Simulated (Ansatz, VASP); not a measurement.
# One calculation of HgTe, two programs

```xyz
2
Lattice="0.0000 3.1268 3.2235 3.1268 0.0000 3.2235 3.1268 3.1268 0.0000" Properties=species:S:1:pos:R:3 pbc="T T T"
Hg    0.0000    0.0000    0.0000
Te    4.6902    4.6902    4.8353
```

Change from the starting cell: strain -0.030 along x and y, +0.000 along z, atoms carried along.

Alike in both runs: task single point; functional r2SCAN; k mesh 14 × 14 × 14; occupations gaussian, width 0.15 eV; no spin polarisation.

|  | VASP | Ansatz |
| --- | --- | --- |
| version | VASP 6.6.1 | Ansatz 0.2.0 |
| potentials or method | VASP PAW PBE potentials, release 64 (Hg, Te), cutoff 520 eV | scalar-relativistic, plane waves, PAW |
| valence electrons in the cell | 18 | 36 |

|  | VASP | Ansatz | Ansatz less VASP |
| --- | --- | --- | --- |
| gap on the k mesh at the Fermi level (eV) | none | none | - |
| pressure (GPa) | 6.5 | 6.4 | -0.10 |
| traceless stress, the component that is largest in VASP (GPa) | -0.24 | -0.24 | +0.005 |

VASP's potentials were made for PBE, not for r2SCAN. A gap of «none» marks a metal or a gap that the smearing closes. The functional is the same, so the differences come from potentials, cutoffs and numerics. VASP's potentials hold 18 valence electrons a cell and Ansatz's 36, so a difference there can come from the potentials and not from the codes.

Spin-orbit coupling is off throughout.
